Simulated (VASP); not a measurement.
Set up this calculation in VASP 6.6.1, as the native input.

| Item | Value |
| --- | --- |
| Task | single point |
| Functional | PBE |
| Potentials or basis | VASP PAW PBE potentials, release 64 (Sc_sv, Al) |
| Cutoff | 520 eV |
| k mesh | 5 × 5 × 6 |
| Occupations | fermi-dirac, width 0.05 eV |
| Spin | no spin polarisation |
| Dipole correction | no |
| Further INCAR settings | ALGO = Normal; EDIFF = 1e-06; NBANDS = 18 |

The structure of ScAl3 lies in POSCAR:

```
ScAl3
1.0
    4.2513188328      0.0000000000      0.0000000000
    0.0000000000      4.2513188328      0.0000000000
    0.0000000000      0.0000000000      4.0878065700
Sc Al
1 3
Direct
    0.0000000000      0.0000000000      0.0000000000
    0.5000000000      0.5000000000      0.0000000000
    0.0000000000      0.5000000000      0.5000000000
    0.5000000000      0.0000000000      0.5000000000
```

These files were run (other wordings do the same):

INCAR

```
SYSTEM = ScAl3
ALGO = Normal ; EDIFF = 1E-6
ENCUT = 520 ; GGA = PE
ISIF = 2 ; ISMEAR = -1
LASPH = .True. ; LCHARG = .True.
LELF = .True. ; LREAL = .False.
LVHAR = .True. ; LWAVE = .False.
NBANDS = 18 ; NELM = 60
PREC = Accurate ; SIGMA = 0.05
```

KPOINTS

```
k-points
0
Gamma
  5 5 6
  0 0 0
```

Potentials or basis: VASP PAW PBE potentials, release 64 (Sc_sv, Al).

Launch:

```console
$ cat potpaw_PBE.64/Sc_sv/POTCAR potpaw_PBE.64/Al/POTCAR > POTCAR
$ mpirun -np 1 vasp_std > vasp.out
```

It gave:

| Item | Value |
| --- | --- |
| Pressure | -4.7 GPa |
| Band gap on the k mesh | zero (bands 10 and 11 overlap by 2.82 eV) |

Caveat: the cell stands under tension.

It took 37 s on 1 thread of Intel Xeon 8259CL, with other jobs on the host, peak memory 0.19 GiB.
